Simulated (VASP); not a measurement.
**WS2: single point with PBEsol**

WS2:

```
W S
1.0
     1.57900    0.91164    6.16333
    -1.57900    0.91164    6.16333
     0.00000   -1.82327    6.16333
W S
1 2
Direct
  0.00000 0.00000 0.00000
  0.24970 0.24970 0.24970
  0.41900 0.41900 0.41900
```

```yaml
Program: VASP 6.6.1
Task: single point
Functional: PBEsol
Potentials_or_basis: VASP PAW PBE potentials, release 64 (W_sv, S)
Cutoff: 520 eV
k_mesh: 5 × 5 × 5
Occupations: fermi-dirac, width 0.05 eV
Spin: no spin polarisation
```

The pressure is -0.5 GPa and the largest force is 0.599 eV/Å. The band gap on the k mesh is 1.08 eV (least direct gap 2.34 eV).

Forces in eV/Å, atoms in the order of the input:
```
W    0.000  0.000  0.599
S    0.000  0.000 -0.250
S    0.000  0.000 -0.348
```

Stress tensor (GPa, compression positive):
```
-0.86  0.00  0.00
 0.00 -0.86  0.00
 0.00  0.00  0.19
```

Levels at points of the mesh, in eV from the valence-band top:
```csv
k point,band 10,band 11,band 12,band 13,band 14,band 15,band 16,band 17
"(0.00, 0.00, 0.00)",-2.23,-2.23,-1.51,-1.18,2.24,2.24,2.60,2.60
```

Wall time 51 s on 1 thread of Intel(R) Xeon(R) Platinum 8375C CPU @ 2.90GHz (Ice Lake), on a shared host, peak memory 0.3 GiB.

Caveat: the k points lie up to 0.46 Å⁻¹ apart; the PAW data sets were made with another functional, which shifts forces and pressure a little; spin-orbit coupling is left out, which moves the levels of the heavy elements; an odd mesh through Γ misses points on the zone boundary, where band edges can lie.
